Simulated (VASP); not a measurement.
# Si (Fd-3m) in VASP: single point with PBE

Aim: the single point of Si with PBE.

All numbers are computed with VASP 6.6.1; they aren't measurements. Logs are shortened: lines on timing, memory, paths and dates and some standing lists are left out, and cuts for length are marked.

## Step 1: The cell of the first run

It takes space group Fd-3m (No. 227, cubic). The conventional cell has a = 5.470 Å, b = 5.470 Å, c = 5.470 Å, α = 90.00°, β = 90.00°, γ = 90.00°. Si (site symmetry -43m) has 4 Si at 2.37 Å within 3.1 Å.

## Step 2: Single point, PBE

Input file INCAR:

```
SYSTEM = Si
PREC = Accurate
ENCUT = 520
EDIFF = 1E-7
ISMEAR = 0
SIGMA = 0.02
LREAL = .FALSE.
LASPH = .TRUE.
NELM = 60
ALGO = Normal
ISIF = 2
LWAVE = .FALSE.
LCHARG = .FALSE.
GGA = PE
NBANDS = 21
```

Input file KPOINTS:

```
regular mesh
0
G
  12 12 4
  0 0 0
```

Input file POSCAR:

```
Si
1.0
    3.8680010522      0.0000000000      0.0000000000
   -1.9340005261      3.3497871730      0.0000000000
    0.0000000000      0.0000000000      9.4747166223
Si
6
Direct
    0.0000000000      0.0000000000      0.0000011686
    0.0000000000      0.0000000000      0.2499988314
    0.3333333333      0.6666666667      0.3333345020
    0.3333333333      0.6666666667      0.5833321647
    0.6666666667      0.3333333333      0.6666678353
    0.6666666667      0.3333333333      0.9166654980
```

Potentials or basis: VASP PAW PBE potentials, release 64 (Si).

Command:

```console
> cat potpaw_PBE.64/Si/POTCAR > POTCAR
> mpirun -np 1 vasp_std > vasp.out
```

OUTCAR:

```text
SYSTEM = Si
   PREC = Accurate
   ENCUT = 520
   EDIFF = 1E-7
   ISMEAR = 0
   LREAL = .FALSE.
   LASPH = .TRUE.
   NELM = 60
   ISIF = 2
   GGA = PE

 ion  position               nearest neighbor table
   1  0.000  0.000  0.000-   2 2.37   6 2.37   6 2.37   6 2.37
   2  0.000  0.000  0.250-   1 2.37   3 2.37   3 2.37   3 2.37
   3  0.333  0.667  0.333-   4 2.37   2 2.37   2 2.37   2 2.37
   4  0.333  0.667  0.583-   3 2.37   5 2.37   5 2.37   5 2.37
   5  0.667  0.333  0.667-   6 2.37   4 2.37   4 2.37   4 2.37
   6  0.667  0.333  0.917-   5 2.37   1 2.37   1 2.37   1 2.37

  LATTYP: Found a hexagonal cell.
 ALAT       =     3.8680010522
 C/A-ratio  =     2.4495124211

  Lattice vectors:

 A1 = (   3.8680010522,   0.0000000000,   0.0000000000)
 A2 = (  -1.9340005261,   3.3497871730,   0.0000000000)
 A3 = (   0.0000000000,   0.0000000000,   9.4747166223)

Analysis of symmetry for initial positions (statically):
=====================================================================
 Subroutine PRICEL returns following result:

  LATTYP: Found a face centered cubic cell.
 ALAT       =     5.4702133113

  Lattice vectors:

 A1 = (   1.9340005259,  -1.1165957242,   3.1582388747)
 A2 = (  -0.0000000002,   2.2331914488,   3.1582388747)
 A3 = (  -1.9340005257,  -1.1165957246,   3.1582388728)

   3 primitive cells build up your supercell.

 Routine SETGRP: Setting up the symmetry group for a
 hexagonal supercell.

 Subroutine GETGRP returns: Found 12 space group operations
 (whereof  6 operations were pure point group operations)
 out of a pool of 24 trial point group operations.

The static configuration has the point symmetry C_3v.
 The point group associated with its full space group is D_3d.

Analysis of symmetry for dynamics (positions and initial velocities):
=====================================================================
 Subroutine PRICEL returns following result:

  LATTYP: Found a face centered cubic cell.
 ALAT       =     5.4702133113

  Lattice vectors:

 A1 = (   1.9340005259,  -1.1165957242,   3.1582388747)
 A2 = (  -0.0000000002,   2.2331914488,   3.1582388747)
 A3 = (  -1.9340005257,  -1.1165957246,   3.1582388728)

   3 primitive cells build up your supercell.

 Routine SETGRP: Setting up the symmetry group for a
 hexagonal supercell.

 Subroutine GETGRP returns: Found 12 space group operations
 (whereof  6 operations were pure point group operations)
 out of a pool of 24 trial point group operations.

The dynamic configuration has the point symmetry C_3v.
 The point group associated with its full space group is D_3d.

 Subroutine INISYM returns: Found 12 space group operations
 (whereof  6 operations are pure point group operations),
 and found     3 'primitive' translations

----------------------------------------------------------------------------------------

                                     Primitive cell

  volume of cell :      40.9212

  direct lattice vectors                    reciprocal lattice vectors
     1.934000526 -1.116595724  3.158238875     0.258531471 -0.149263214  0.105544054
    -0.000000000  2.233191449  3.158238875    -0.000000000  0.298526428  0.105544054
    -1.934000526 -1.116595725  3.158238873    -0.258531471 -0.149263214  0.105544054

  length of vectors
     3.868024927  3.868024927  3.868024925     0.316634767  0.316634767  0.316634767

  position of ions in fractional coordinates (direct lattice)
     0.000001169  0.000001169  0.000001169
     0.249998831  0.249998831  0.249998831

  ion indices of the primitive-cell ions
   primitive index   ion index
                 1           1
                 2           2

----------------------------------------------------------------------------------------

 KPOINTS: regular mesh

Automatic generation of k-mesh.
 Grid dimensions read from file:
 generate k-points for:   12   12    4

 Generating k-lattice:

  Cartesian coordinates                     Fractional coordinates (reciprocal lattice)
     0.021544289  0.012438601  0.000000000     0.083333333  0.000000000  0.000000000
     0.000000000  0.024877202  0.000000000     0.000000000  0.083333333  0.000000000
     0.000000000  0.000000000  0.026386013     0.000000000  0.000000000  0.250000000

  Length of vectors
     0.024877202  0.024877202  0.026386013

  Shift w.r.t. Gamma in fractional coordinates (k-lattice)
     0.000000000  0.000000000  0.000000000

 Subroutine IBZKPT returns following result:
 ===========================================

 Found     69 irreducible k-points:

 Following reciprocal coordinates:
            Coordinates               Weight
  0.000000  0.000000  0.000000      1.000000
  0.083333  0.000000  0.000000      6.000000
  0.166667 -0.000000  0.000000      6.000000
  0.250000 -0.000000  0.000000      6.000000
  0.333333  0.000000  0.000000      6.000000
  0.416667 -0.000000  0.000000      6.000000
[... 16 lines left out ...]
  0.166667 -0.000000  0.250000      6.000000
  0.000000  0.166667  0.250000      6.000000
 [... further k-points ...]
   k-points           NKPTS =     69   k-points in BZ     NKDIM =     69   number of bands    NBANDS=     21
   number of dos      NEDOS =    301   number of ions     NIONS =      6
   total plane-waves  NPLWV =  63000
   dimension x,y,z NGX =    30 NGY =   30 NGZ =   70
   dimension x,y,z NGXF=    60 NGYF=   60 NGZF=  140
   ions per type =               6
   NGX,Y,Z   is equivalent  to a cutoff of  12.89, 12.89, 12.28 a.u.
   NGXF,Y,Z  is equivalent  to a cutoff of  25.79, 25.79, 24.56 a.u.
 SYSTEM =  Si
   PREC   = accura    normal or accurate (medium, high low for compatibility)
   ISTART =      0    job   : 0-new  1-cont  2-samecut
   ICHARG =      2    charge: 1-file 2-atom 10-const
   ISPIN  =      1    spin polarized calculation?
   LNONCOLLINEAR =      F non collinear calculations
   LSORBIT =      F    spin-orbit coupling
   LASPH  =      T    aspherical Exc in radial PAW
   ENCUT  =  520.0 eV  38.22 Ry    6.18 a.u.   7.19  7.19 17.62*2*pi/ulx,y,z
   NELM   =     60;   NELMIN=  2; NELMDL= -5     # of ELM steps
   EDIFF  = 0.1E-06   stopping-criterion for ELM
   LREAL  =      F    real-space projection
   EDIFFG = 0.1E-05   stopping-criterion for IOM
   NSW    =      0    number of steps for IOM
   IBRION =     -1    ionic relax: 0-MD 1-quasi-New 2-CG
   NFREE  =      0    steps in history (QN), initial steepest desc. (CG)
   ISIF   =      2    stress and relaxation
   ISYM   =      2    0-nonsym 1-usesym 2-fastsym
   POTIM  = 0.5000    time-step for ionic-motion
   TEBEG  =    0.0;   TEEND  =   0.0 temperature during run
   PSTRESS=    0.0 pullay stress
   NELECT =      24.0000    total number of electrons
   NUPDOWN=      -1.0000    fix difference up-down
   EMIN   =  10.00;   EMAX   =-10.00  energy-range for DOS
   EFERMI =   0.00;   METHOD = LEGACY
   ISMEAR =     0;   SIGMA  =   0.02  broadening in eV -4-tet -1-fermi 0-gaus
   EFERMI_NEDOS =   21; number of points for ismear=-14 and -15
   IALGO  =     38    algorithm
   IMIX   =      4    mixing-type and parameters
     AMIX     =   0.40;   BMIX     =  1.00
     AMIX_MAG =   1.60;   BMIX_MAG =  1.00
  volume/ion in A,a.u.               =      20.46       138.08
  Fermi-wavevector in a.u.,A,eV,Ry     =   0.950142  1.795508 12.282932  0.902770
  Thomas-Fermi vector in A             =   2.078491
   LORBIT       =      0    0 simple, 1 ext, 2 COOP (PROOUT), +10 PAW based schemes
   GGA     = PE    functional components
   LHFCALC =     F    Hartree Fock is set to
   AEXX    =    0.0000 exact exchange contribution
   IVDW    =     0    specifies the selected vdW correction
   LEPSILON=     F    determine dielectric tensor
   LRPA    =     F    only Hartree local field effects (RPA)
 non-spin polarized calculation
 Gauss-broadening in eV      SIGMA  =   0.02
  energy-cutoff  :      520.00
  volume of cell :      122.76
 maximum number of plane-waves:      3339
 NGX is ok and might be reduce to    30
   NGX = 15   NGY = 15   NGZ = 35

 number of electron      24.0000002 magnetization

 Free energy of the ion-electron system (eV)
  ---------------------------------------------------
  ext. energy  EPLUGINS =         0.00000000
  ---------------------------------------------------
  free energy    TOTEN  =       -32.54954687 eV

  energy without entropy =      -32.54954687  energy(sigma->0) =      -32.54954687

 E-fermi :   5.7189     XC(G=0):  -9.3242

 val. band max:        5.6079067271   @ k =   0.0000   0.0000   0.0000
 cond. band min:       6.2636322363   @ k =   0.0000   0.4167   0.2500
 fundamental gap:      0.6557255092
 Fermi energy:         5.7188907514

 k-point     1 :       0.0000    0.0000    0.0000
  band No.  band energies     occupation
      1      -6.2013      2.00000
      2      -4.8523      2.00000
      3      -4.8523      2.00000
      4       0.3408      2.00000
      5       0.3408      2.00000
      6       4.6261      2.00000
[... 13 lines left out ...]
     20       9.1113      0.00000
     21       9.1113      0.00000

 k-point     2 :       0.0833    0.0000    0.0000
  band No.  band energies     occupation
      1      -6.1219      2.00000
      2      -4.7752      2.00000
      3      -4.7739      2.00000
      4       0.3648      2.00000
      5       0.3680      2.00000
      6       3.8290      2.00000
[... 13 lines left out ...]
     20       9.2630      0.00000
     21       9.3371      0.00000

 k-point     3 :       0.1667   -0.0000    0.0000
  band No.  band energies     occupation
      1      -5.8854      2.00000
      2      -4.5504      2.00000
      3      -4.5385      2.00000
      4       0.3811      2.00000
      5       0.4002      2.00000
      6       2.6900      2.00000
[... 13 lines left out ...]
     20       9.8335      0.00000
     21      10.2892      0.00000
[... 457 lines left out ...]
 k-point    23 :       0.1667   -0.0000    0.2500
  band No.  band energies     occupation
      1      -5.7953      2.00000
      2      -5.1112      2.00000
      3      -3.9321      2.00000
      4      -0.6639      2.00000
      5       1.5642      2.00000
      6       2.9779      2.00000
[... 13 lines left out ...]
     20       9.7036      0.00000
     21      10.0083      0.00000

 k-point    24 :       0.0000    0.1667    0.2500
  band No.  band energies     occupation
      1      -5.7982      2.00000
      2      -5.1022      2.00000
      3      -3.9438      2.00000
      4      -0.6410      2.00000
      5       1.6348      2.00000
      6       2.6165      2.00000
[... 13 lines left out ...]
     20       9.8761      0.00000
     21      10.1650      0.00000

 [... further k-points ...]

------------------------ aborting loop because EDIFF is reached ----------------------------------------

  FORCE on cell =-STRESS in cart. coord.  units (eV):
  Direction    XX          YY          ZZ          XY          YZ          ZX
  --------------------------------------------------------------------------------------
  -------------------------------------------------------------------------------------
  Total       -0.0590151     -0.0590151     -0.0620869     -0.0000000      0.0000000      0.0000000
  in kB       -0.7701998     -0.7701998     -0.8102898     -0.0000000      0.0000000      0.0000000
  external PRESSURE =      -0.7835631 kB  Pullay stress =       0.0000000 kB

 VOLUME and BASIS-vectors are now :
 -----------------------------------------------------------------------------
  energy-cutoff  :      520.00
  volume of cell :      122.76
      direct lattice vectors                 reciprocal lattice vectors
     3.868001052  0.000000000  0.000000000     0.258531471  0.149263214  0.000000000
    -1.934000526  3.349787173  0.000000000     0.000000000  0.298526428  0.000000000
     0.000000000  0.000000000  9.474716622     0.000000000  0.000000000  0.105544054

 POSITION                                       TOTAL-FORCE (eV/Angst)
 -----------------------------------------------------------------------------------
      0.00000      0.00000      0.00001         0.000000      0.000000     -0.000244
      0.00000      0.00000      2.36867        -0.000000     -0.000000      0.000244
     -0.00000      2.23319      3.15825         0.000000     -0.000000     -0.000244
     -0.00000      2.23319      5.52691        -0.000000      0.000000      0.000244
      1.93400      1.11660      6.31649         0.000000      0.000000     -0.000244
      1.93400      1.11660      8.68515        -0.000000      0.000000      0.000244
 -----------------------------------------------------------------------------------
    total drift:                                0.000000      0.000000     -0.000000

  FREE ENERGIE OF THE ION-ELECTRON SYSTEM (eV)
  ---------------------------------------------------
  free  energy   TOTEN  =       -32.5495468743 eV

  energy  without entropy=      -32.5495468743  energy(sigma->0) =      -32.54954687
```

It took 96 s on 1 thread of AMD EPYC 9R45 (Zen 5), shared host; peak memory 0.26 GiB.

What came out:

- Free energy: -32.5495 eV
- Pressure: -0.1 GPa
- Band gap on the k mesh: 0.66 eV

Levels at points of the mesh, in eV from the valence-band top:
```
           k point  band 8  band 9  band 10  band 11  band 12  band 13  band 14  band 15  band 16  band 17
(0.00, 0.00, 0.00)   -0.98   -0.98     0.00     0.00     0.00     1.69     1.69     2.56     2.56     2.56
(0.50, 0.00, 0.00)   -2.79   -2.73    -2.73    -1.74    -1.74     0.75     0.75     2.04     2.04     4.06
(0.00, 0.00, 0.50)   -1.18   -0.44    -0.44    -0.44    -0.44     1.46     2.28     2.28     3.19     3.19
(0.50, 0.00, 0.50)   -3.55   -2.50    -2.50    -1.18    -1.18     1.10     1.10     1.46     2.72     2.72
```

A k mesh can miss the band edges.
